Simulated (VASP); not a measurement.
# Ca (P-6m2) in VASP: single point with PBE

Aim: the single point of Ca with PBE.

Program: VASP 6.6.1. These are calculated values, not measurements. Logs are shortened: lines on timing, memory, paths and dates and some standing lists are left out, and cuts for length are marked.

## 1. The cell of the first run

It takes space group P-6m2 (No. 187, hexagonal). Conventional cell: a = 4.175 Å, b = 4.175 Å, c = 13.190 Å, α = 90.00°, β = 90.00°, γ = 120.00°. Ca (site symmetry 3m) has 12 Ca at 3.97 to 4.20 Å within 5.2 Å. Within 5.5 Å of Ca (site symmetry -6m2) lie 12 Ca at 4.17 to 4.20 Å. Within 5.2 Å of Ca (site symmetry -6m2) lie 12 Ca at 3.97 to 4.17 Å.

## 2. Single point, PBE (strained and its atoms moved)

Input file INCAR:

```
SYSTEM = Ca
PREC     = Accurate       ! precision mode
ENCUT    = 520            ! plane-wave cutoff, eV
EDIFF    = 1E-7           ! SCF threshold, eV
ISMEAR   = 0              ! smearing method
SIGMA    = 0.1            ! smearing width, eV
LREAL    = .False.        ! projectors in reciprocal space
LASPH    = .True.         ! aspherical terms in the spheres
NELM     = 60             ! most SCF steps
ALGO     = Fast           ! electronic algorithm
ISIF     = 2              ! what is computed and relaxed
LWAVE    = .False.        ! write WAVECAR
LCHARG   = .False.        ! write CHGCAR
GGA      = PE             ! functional
NBANDS   = 28             ! bands
```

Input file KPOINTS:

```
Automatic mesh
0
Gamma
  12 12 4
  0 0 0
```

Input file POSCAR:

```
Ca
1.0
    4.1749432665      0.0000000000      0.0000000000
   -2.0874716332      3.6156069281      0.0000000000
    0.0000000000      0.0000000000     13.1902557065
Ca
4
Direct
    0.0000000000      0.0000000000     -0.0109889447
    0.3333333300      0.6666666700      0.2500000000
    0.0000000000      0.0000000000      0.5109889447
    0.6666666700      0.3333333300      0.7500000000
```

Potentials or basis: VASP PAW PBE potentials, release 64 (Ca_sv).

Run with:

```sh
> cat potpaw_PBE.64/Ca_sv/POTCAR > POTCAR
> mpirun -np 1 vasp_std > vasp.out
```

OUTCAR:

```text
SYSTEM = Ca
   PREC = Accurate
   ENCUT = 520
   EDIFF = 1E-7
   ISMEAR = 0
   LREAL = .False.
   LASPH = .True.
   NELM = 60
   ISIF = 2
   GGA = PE

 ion  position               nearest neighbor table
   1  0.000  0.000  0.989-
   2  0.333  0.667  0.250-
   3  0.000  0.000  0.511-
   4  0.667  0.333  0.750-

  LATTYP: Found a hexagonal cell.
 ALAT       =     4.1749432665
 C/A-ratio  =     3.1593856166

  Lattice vectors:

 A1 = (   4.1749432665,   0.0000000000,   0.0000000000)
 A2 = (  -2.0874716332,   3.6156069281,   0.0000000000)
 A3 = (   0.0000000000,   0.0000000000,  13.1902557065)

Analysis of symmetry for initial positions (statically):
=====================================================================
 Subroutine PRICEL returns:
 Original cell was already a primitive cell.

 Routine SETGRP: Setting up the symmetry group for a
 hexagonal supercell.

 Subroutine GETGRP returns: Found 12 space group operations
 (whereof  6 operations were pure point group operations)
 out of a pool of 24 trial point group operations.

The static configuration has the point symmetry C_3v.
 The point group associated with its full space group is D_3h.

Analysis of symmetry for dynamics (positions and initial velocities):
=====================================================================
 Subroutine PRICEL returns:
 Original cell was already a primitive cell.

 Routine SETGRP: Setting up the symmetry group for a
 hexagonal supercell.

 Subroutine GETGRP returns: Found 12 space group operations
 (whereof  6 operations were pure point group operations)
 out of a pool of 24 trial point group operations.

The dynamic configuration has the point symmetry C_3v.
 The point group associated with its full space group is D_3h.

 Subroutine INISYM returns: Found 12 space group operations
 (whereof  6 operations are pure point group operations),
 and found     1 'primitive' translations

----------------------------------------------------------------------------------------

                                     Primitive cell

  volume of cell :     199.1063

  direct lattice vectors                    reciprocal lattice vectors
     4.174943266  0.000000000  0.000000000     0.239524213  0.138289369  0.000000000
    -2.087471633  3.615606928  0.000000000     0.000000000  0.276578738  0.000000000
     0.000000000  0.000000000 13.190255707     0.000000000  0.000000000  0.075813542

  length of vectors
     4.174943266  4.174943266 13.190255707     0.276578738  0.276578738  0.075813542

  position of ions in fractional coordinates (direct lattice)
     0.000000000  0.000000000  0.989011055
     0.333333330  0.666666670  0.250000000
     0.000000000  0.000000000  0.510988945
     0.666666670  0.333333330  0.750000000

  ion indices of the primitive-cell ions
   primitive index   ion index
                 1           1
                 2           2
                 3           3
                 4           4

----------------------------------------------------------------------------------------

 KPOINTS: Automatic mesh

Automatic generation of k-mesh.
 Grid dimensions read from file:
 generate k-points for:   12   12    4

 Generating k-lattice:

  Cartesian coordinates                     Fractional coordinates (reciprocal lattice)
     0.019960351  0.011524114  0.000000000     0.083333333  0.000000000  0.000000000
     0.000000000  0.023048228  0.000000000     0.000000000  0.083333333  0.000000000
     0.000000000  0.000000000  0.018953385     0.000000000  0.000000000  0.250000000

  Length of vectors
     0.023048228  0.023048228  0.018953385

  Shift w.r.t. Gamma in fractional coordinates (k-lattice)
     0.000000000  0.000000000  0.000000000

 Subroutine IBZKPT returns following result:
 ===========================================

 Found     57 irreducible k-points:

 Following reciprocal coordinates:
            Coordinates               Weight
  0.000000  0.000000  0.000000      1.000000
  0.083333 -0.000000  0.000000      6.000000
  0.166667 -0.000000  0.000000      6.000000
  0.250000 -0.000000  0.000000      6.000000
  0.333333  0.000000  0.000000      6.000000
  0.416667 -0.000000  0.000000      6.000000
[... 16 lines left out ...]
  0.250000 -0.000000  0.250000     12.000000
  0.333333  0.000000  0.250000     12.000000
 [... further k-points ...]
   k-points           NKPTS =     57   k-points in BZ     NKDIM =     57   number of bands    NBANDS=     28
   number of dos      NEDOS =    301   number of ions     NIONS =      4
   total plane-waves  NPLWV = 100352
   dimension x,y,z NGX =    32 NGY =   32 NGZ =   98
   dimension x,y,z NGXF=    64 NGYF=   64 NGZF=  196
   ions per type =               4
   NGX,Y,Z   is equivalent  to a cutoff of  12.74, 12.74, 12.35 a.u.
   NGXF,Y,Z  is equivalent  to a cutoff of  25.48, 25.48, 24.70 a.u.
 SYSTEM =  Ca
   PREC   = accura    normal or accurate (medium, high low for compatibility)
   ISTART =      0    job   : 0-new  1-cont  2-samecut
   ICHARG =      2    charge: 1-file 2-atom 10-const
   ISPIN  =      1    spin polarized calculation?
   LNONCOLLINEAR =      F non collinear calculations
   LSORBIT =      F    spin-orbit coupling
   LASPH  =      T    aspherical Exc in radial PAW
   ENCUT  =  520.0 eV  38.22 Ry    6.18 a.u.   7.76  7.76 24.53*2*pi/ulx,y,z
   NELM   =     60;   NELMIN=  2; NELMDL= -5     # of ELM steps
   EDIFF  = 0.1E-06   stopping-criterion for ELM
   LREAL  =      F    real-space projection
   EDIFFG = 0.1E-05   stopping-criterion for IOM
   NSW    =      0    number of steps for IOM
   IBRION =     -1    ionic relax: 0-MD 1-quasi-New 2-CG
   NFREE  =      0    steps in history (QN), initial steepest desc. (CG)
   ISIF   =      2    stress and relaxation
   ISYM   =      2    0-nonsym 1-usesym 2-fastsym
   POTIM  = 0.5000    time-step for ionic-motion
   TEBEG  =    0.0;   TEEND  =   0.0 temperature during run
   PSTRESS=    0.0 pullay stress
   NELECT =      40.0000    total number of electrons
   NUPDOWN=      -1.0000    fix difference up-down
   EMIN   =  10.00;   EMAX   =-10.00  energy-range for DOS
   EFERMI =   0.00;   METHOD = LEGACY
   ISMEAR =     0;   SIGMA  =   0.10  broadening in eV -4-tet -1-fermi 0-gaus
   EFERMI_NEDOS =   21; number of points for ismear=-14 and -15
   IALGO  =     68    algorithm
   IMIX   =      4    mixing-type and parameters
     AMIX     =   0.40;   BMIX     =  1.00
     AMIX_MAG =   1.60;   BMIX_MAG =  1.00
  volume/ion in A,a.u.               =      49.78       335.91
  Fermi-wavevector in a.u.,A,eV,Ry     =   0.958811  1.811891 12.508097  0.919319
  Thomas-Fermi vector in A             =   2.087952
   LORBIT       =      0    0 simple, 1 ext, 2 COOP (PROOUT), +10 PAW based schemes
   GGA     = PE    functional components
   LHFCALC =     F    Hartree Fock is set to
   AEXX    =    0.0000 exact exchange contribution
   IVDW    =     0    specifies the selected vdW correction
   LEPSILON=     F    determine dielectric tensor
   LRPA    =     F    only Hartree local field effects (RPA)
 non-spin polarized calculation
 RMM-DIIS sequential band-by-band and
 Gauss-broadening in eV      SIGMA  =   0.10
  energy-cutoff  :      520.00
  volume of cell :      199.11
 maximum number of plane-waves:      5406
 NGX is ok and might be reduce to    32
   NGX = 15   NGY = 15   NGZ = 49

 number of electron      39.9999997 magnetization

 Free energy of the ion-electron system (eV)
  ---------------------------------------------------
  ext. energy  EPLUGINS =         0.00000000
  ---------------------------------------------------
  free energy    TOTEN  =        -7.45968873 eV

  energy without entropy =       -7.43093667  energy(sigma->0) =       -7.44531270

 E-fermi :   1.3805     XC(G=0):  -7.2396

 val. band max:        1.3675317632   @ k =   0.4167   0.1667   0.0000
 cond. band min:       1.3823560661   @ k =   0.2500  -0.0000   0.0000
 fundamental gap:      0.0148243028
 Fermi energy:         1.3805151963

 k-point     1 :       0.0000    0.0000    0.0000
  band No.  band energies     occupation
      1     -41.1657      2.00000
      2     -41.0467      2.00000
      3     -41.0466      2.00000
      4     -40.9271      2.00000
      5     -22.1369      2.00000
      6     -22.1015      2.00000
[... 20 lines left out ...]
     27       3.3650      0.00000
     28       3.5649      0.00000

 k-point     2 :       0.0833   -0.0000    0.0000
  band No.  band energies     occupation
      1     -41.1655      2.00000
      2     -41.0465      2.00000
      3     -41.0464      2.00000
      4     -40.9269      2.00000
      5     -22.1363      2.00000
      6     -22.1049      2.00000
[... 20 lines left out ...]
     27       3.3866      0.00000
     28       3.4462      0.00000

 k-point     3 :       0.1667   -0.0000    0.0000
  band No.  band energies     occupation
      1     -41.1648      2.00000
      2     -41.0458      2.00000
      3     -41.0458      2.00000
      4     -40.9263      2.00000
      5     -22.1347      2.00000
      6     -22.1141      2.00000
[... 20 lines left out ...]
     27       3.4856      0.00000
     28       3.5329      0.00000

 k-point     4 :       0.2500   -0.0000    0.0000
  band No.  band energies     occupation
      1     -41.1640      2.00000
      2     -41.0450      2.00000
      3     -41.0449      2.00000
      4     -40.9255      2.00000
      5     -22.1325      2.00000
      6     -22.1265      2.00000
[... 20 lines left out ...]
     27       3.4579      0.00000
     28       3.5347      0.00000

 k-point     5 :       0.3333    0.0000    0.0000
  band No.  band energies     occupation
      1     -41.1631      2.00000
      2     -41.0441      2.00000
      3     -41.0440      2.00000
      4     -40.9246      2.00000
      5     -22.1389      2.00000
      6     -22.1305      2.00000
[... 20 lines left out ...]
     27       3.1543      0.00000
     28       3.4036      0.00000

 k-point     6 :       0.4167   -0.0000    0.0000
  band No.  band energies     occupation
      1     -41.1625      2.00000
      2     -41.0434      2.00000
      3     -41.0434      2.00000
      4     -40.9240      2.00000
      5     -22.1479      2.00000
      6     -22.1291      2.00000
[... 463 lines left out ...]
      5     -22.1362      2.00000
      6     -22.1049      2.00000
[... 20 lines left out ...]
     27       3.4218      0.00000
     28       3.5958      0.00000

 k-point    22 :       0.1667   -0.0000    0.2500
  band No.  band energies     occupation
      1     -41.1648      2.00000
      2     -41.0458      2.00000
      3     -41.0457      2.00000
      4     -40.9263      2.00000
      5     -22.1346      2.00000
      6     -22.1141      2.00000
[... 20 lines left out ...]
     27       3.5106      0.00000
     28       3.5601      0.00000

 k-point    23 :       0.2500   -0.0000    0.2500
  band No.  band energies     occupation
      1     -41.1640      2.00000
      2     -41.0450      2.00000
      3     -41.0449      2.00000
      4     -40.9255      2.00000
      5     -22.1325      2.00000
      6     -22.1265      2.00000
[... 20 lines left out ...]
     27       3.3791      0.00000
     28       3.5182      0.00000

 k-point    24 :       0.3333    0.0000    0.2500
  band No.  band energies     occupation
      1     -41.1631      2.00000
      2     -41.0441      2.00000
      3     -41.0440      2.00000
      4     -40.9246      2.00000
      5     -22.1389      2.00000
      6     -22.1305      2.00000
[... 20 lines left out ...]
     27       3.1606      0.00000
     28       3.4000      0.00000

 [... further k-points ...]

------------------------ aborting loop because EDIFF is reached ----------------------------------------

  FORCE on cell =-STRESS in cart. coord.  units (eV):
  Direction    XX          YY          ZZ          XY          YZ          ZX
  --------------------------------------------------------------------------------------
  -------------------------------------------------------------------------------------
  Total       -2.8731762     -2.8731762     -1.8680136     -0.0000000      0.0000000      0.0000000
  in kB      -23.1200005    -23.1200005    -15.0316138     -0.0000000      0.0000000      0.0000000
  external PRESSURE =     -20.4238716 kB  Pullay stress =       0.0000000 kB

 VOLUME and BASIS-vectors are now :
 -----------------------------------------------------------------------------
  energy-cutoff  :      520.00
  volume of cell :      199.11
      direct lattice vectors                 reciprocal lattice vectors
     4.174943266  0.000000000  0.000000000     0.239524213  0.138289369  0.000000000
    -2.087471633  3.615606928  0.000000000     0.000000000  0.276578738  0.000000000
     0.000000000  0.000000000 13.190255707     0.000000000  0.000000000  0.075813542

 POSITION                                       TOTAL-FORCE (eV/Angst)
 -----------------------------------------------------------------------------------
      0.00000      0.00000     13.04531        -0.000000      0.000000      0.188175
     -0.00000      2.41040      3.29756         0.000000     -0.000000     -0.000000
      0.00000      0.00000      6.74007        -0.000000      0.000000     -0.188175
      2.08747      1.20520      9.89269        -0.000000      0.000000      0.000000
 -----------------------------------------------------------------------------------
    total drift:                                0.000000     -0.000000      0.000000

  FREE ENERGIE OF THE ION-ELECTRON SYSTEM (eV)
  ---------------------------------------------------
  free  energy   TOTEN  =        -7.4596887341 eV

  energy  without entropy=       -7.4309366695  energy(sigma->0) =       -7.44531270
```

It took 4.1 min on 1 thread of Intel Xeon 6975P-C (Granite Rapids), shared host; peak memory 0.46 GiB.

What came out:

* Free energy: -7.4597 eV
* Pressure: -2.0 GPa
* Largest force: 0.188 eV/Å
* Band gap on the k mesh: zero (bands 20 and 21 overlap by 0.38 eV)

Forces on the atoms (eV/Å):
```
Ca   0.000  0.000  0.188
Ca   0.000  0.000  0.000
Ca   0.000  0.000 -0.188
Ca   0.000  0.000  0.000
```

Caveat: the cell differs from its parent crystal (strained and its atoms moved).
